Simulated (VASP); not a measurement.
Wanted: the native input for a VASP 6.6.1 run.

```
Task                   : relaxation of cell and atoms
Functional             : PBEsol
Potentials or basis    : VASP PAW PBE potentials, release 64 (As)
Cutoff                 : 600 eV
k mesh                 : 8 × 8 × 8
Occupations            : gaussian, width 0.1 eV
Spin                   : no spin polarisation
Dipole correction      : no
Further INCAR settings : ALGO = Normal; EDIFF = 1e-07; IBRION = 2; EDIFFG = -0.04; NSW = 90; ISIF = 3
```

The structure of As lies in POSCAR:

```
As
1.0
   -1.5006253105      1.5006253105      2.2829824967
    1.5006253105     -1.5006253105      2.2829824967
    1.5006253105      1.5006253105     -2.2829824967
As
1
Direct
    0.0000000000      0.0000000000      0.0000000000
```

One way to write it, as run:

INCAR

```
  PREC = Accurate
  ENCUT = 600
  EDIFF = 1E-7
  ISMEAR = 0
  SIGMA = 0.1
  LREAL = False
  LASPH = True
  NELM = 80
  ALGO = Normal
  ISIF = 3
  LWAVE = False
  LCHARG = False
  GGA = PS
  IBRION = 2
  NSW = 90
  EDIFFG = -0.04
```

KPOINTS

```
Automatic mesh
0
Gamma
  8 8 8
```

Potentials or basis: VASP PAW PBE potentials, release 64 (As).

Launch:

```sh
$ cat potpaw_PBE.64/As/POTCAR > POTCAR
$ mpirun -np 1 vasp_std > vasp.out
```

It gave:

The relaxed volume is 18.84 Å³/atom. The relaxed cell is a = 3.218 Å, b = 3.218 Å, c = 3.218 Å, α = 130.47°, β = 130.47°, γ = 72.65°. The space group after relaxing (to 0.05 Å) is I4/mmm (No. 139). The energy gained by relaxing is 118.2 meV/atom and the ionic steps are 19. The pressure after relaxing is 0.0 GPa.

Caveat: the k points lie up to 0.41 Å⁻¹ apart in the final cell; the PAW data sets were made with another functional, which shifts forces and pressure a little.

Run time: 50 s on 1 thread of Intel(R) Xeon(R) 6975P-C (Granite Rapids) (shared host), peak memory 0.16 GiB.
